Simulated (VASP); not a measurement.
Pb, 2 atoms in the cell. Symmetry: C2/m, No. 12, monoclinic system. Conventional cell: a = 5.546 Å, b = 3.221 Å, c = 3.247 Å, α = 90.00°, β = 125.11°, γ = 90.00°. Pb (site symmetry 2/m) has 12 Pb at 3.21 to 3.25 Å within 4.2 Å. 

* Program: VASP 6.6.1
* Task: single point
* Functional: PBEsol
* Potentials or basis: VASP PAW PBE potentials, release 64 (Pb_d)
* Cutoff: 520 eV
* k mesh: 9 × 9 × 5
* Occupations: fermi-dirac, width 0.05 eV
* Spin: no spin polarisation
* Dipole correction: no
* Further INCAR settings: ALGO = Normal; EDIFF = 1e-06; NBANDS = 21

Potentials or basis: VASP PAW PBE potentials, release 64 (Pb_d).

Launch:

```console
$ cat potpaw_PBE.64/Pb_d/POTCAR > POTCAR
$ mpirun -np 1 vasp_std > vasp.out
```

Hardware: 1 thread of AMD EPYC 7R43 64-Core Processor (Zen 3) (shared host).

How long does it take, and how much memory?

It took 87 s on 1 thread of AMD EPYC 7R43 64-Core Processor (Zen 3) (shared host), peak memory 0.19 GiB. Counts: scf iterations 11, k points 115.
